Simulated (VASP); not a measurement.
The system is BaTiO3 (Barioperovskite).

```
Ba Ti O
1.0
     3.98550    0.00000    0.00000
     0.00000    2.83690    2.84515
     0.00000   -2.83690    2.84515
Ba Ti O
1 1 3
Direct
  0.00000 0.00000 0.00000
  0.50000 0.51240 0.51240
  0.00000 0.48740 0.48740
  0.50000 0.50524 0.99184
  0.50000 0.99184 0.50524
```

Base run:

```yaml
Program: VASP 6.6.1
Functional: r2SCAN
Potentials_or_basis: VASP PAW PBE potentials, release 64 (Ba_sv, Ti_sv, O)
Cutoff: 520 eV
k_mesh: 4 × 4 × 4
Occupations: fermi-dirac, width 0.05 eV
Spin: no spin polarisation
Hubbard_terms: Ti d U = 8.0 eV
```

Its results: band gap on the k mesh 3.35 eV, indirect (least direct gap 3.64 eV); pressure 7.9 GPa; largest force 1.113 eV/Å.

The run is repeated on the same cell with these changes: hubbard terms from Ti d U = 8.0 eV to Ti d U = 2.0 eV; further incar settings from ALGO = Normal; EDIFF = 1e-07; NBANDS = 28 to ALGO = Normal; EDIFF = 1e-06; NBANDS = 28. What comes out?

Band gap on the k mesh 2.48 eV, indirect (least direct gap 2.72 eV); pressure 2.7 GPa; largest force 0.253 eV/Å.

Caveats: the PAW data sets were made with another functional, which shifts forces and pressure a little; spin-orbit coupling is left out, which moves the levels of the heavy elements.

A k mesh can miss the band edges.
